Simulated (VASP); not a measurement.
Hf3N2: single point with PBEsol

Hf3N2:

```xyz
5
Lattice="1.5850 0.9151 7.6554 -1.5850 0.9151 7.6554 0.0000 -1.8302 7.6554" Properties=species:S:1:pos:R:3 pbc="T T T"
Hf    0.0000    0.0000   17.8916
Hf    0.0000    0.0000    5.0745
Hf    0.0000    0.0000    0.0000
N     0.0000    0.0000   14.0298
N     0.0000    0.0000    8.9363
```

```json
{"Program": "VASP 6.6.1", "Task": "single point", "Functional": "PBEsol", "Potentials or basis": "VASP PAW PBE potentials, release 64 (Hf_pv, N)", "Cutoff": "520 eV", "k mesh": "12 × 12 × 12", "Occupations": "fermi-dirac, width 0.15 eV", "Spin": "no spin polarisation"}
```

```
Pressure               : 3.6 GPa
Largest force          : 0.077 eV/Å
Band gap on the k mesh : zero (bands 20 and 21 overlap by 1.02 eV)
```

Forces in eV/Å, atoms in the order of the input:
```
Hf   0.000  0.000 -0.077
Hf   0.000  0.000  0.077
Hf   0.000  0.000  0.000
N    0.000  0.000  0.030
N    0.000  0.000 -0.030
```

Stress tensor (GPa, compression positive):
```
3.55 0.00 0.00
0.00 3.55 0.00
0.00 0.00 3.78
```

Levels at points of the mesh, in eV from the Fermi level:
| k point | band 16 | band 17 | band 18 | band 19 | band 20 | band 21 | band 22 | band 23 | band 24 | band 25 |
| --- | --- | --- | --- | --- | --- | --- | --- | --- | --- | --- |
| (0.00, 0.00, 0.00) | -3.73 | -3.73 | -3.01 | 0.38 | 0.50 | 0.75 | 0.75 | 1.90 | 1.90 | 2.16 |
| (0.50, 0.00, 0.00) | -4.81 | -4.02 | -2.57 | -0.98 | -0.48 | -0.36 | 2.91 | 3.42 | 4.38 | 4.66 |
| (0.50, 0.50, 0.00) | -4.77 | -4.15 | -3.13 | -0.90 | -0.21 | 0.56 | 1.93 | 3.35 | 4.27 | 4.56 |
| (0.50, 0.50, 0.50) | -3.83 | -3.83 | -1.72 | -0.93 | 0.43 | 0.43 | 1.50 | 1.63 | 2.87 | 2.87 |

It took 36 min on 1 thread of Intel Xeon 8259CL, on a shared host, peak memory 0.67 GiB.

Caveat: the cell stands under pressure; the PAW data sets were made with another functional, which shifts forces and pressure a little; spin-orbit coupling is left out, which moves the levels of the heavy elements.
